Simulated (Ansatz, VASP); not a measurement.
Two plane-wave programs on Te

```
CELL_PARAMETERS angstrom
4.31821 0.00000 0.00000
-2.15911 3.73968 0.00000
0.00000 0.00000 5.95613
ATOMIC_POSITIONS crystal
Te 0.00000 0.28381 0.33333
Te 0.28381 0.00000 0.66667
Te 0.71619 0.71619 0.00000
```

Alike in both runs: functional PBEsol; k mesh 12 × 12 × 8; occupations gaussian, width 0.1 eV; no spin polarisation.

Ansatz relaxed the structure, and its values are those at the end. VASP's run is a single point on that final structure, the one shown.

```csv
,VASP,Ansatz
version,VASP 6.6.1,Ansatz 0.2.0
potentials or method,"VASP PAW PBE potentials, release 64 (Te), cutoff 520 eV","scalar-relativistic, plane waves, PAW"
valence electrons in the cell,18,48
```

```csv
,VASP,Ansatz,Ansatz less VASP
gap on the k mesh at the Fermi level (eV),none,none,-
pressure (GPa),0.1,0.0,-0.07
rms of the force components (eV/Å),0.012,0.002,-0.0099
```

VASP's potentials were made for PBE, not for PBEsol. A gap of «none» marks a metal or a gap that the smearing closes. With one functional, cell and mesh, what is left measures potentials, basis and numerics. VASP's potentials hold 18 valence electrons a cell and Ansatz's 48, so a difference there can come from the potentials and not from the codes.

Spin-orbit coupling is off throughout.
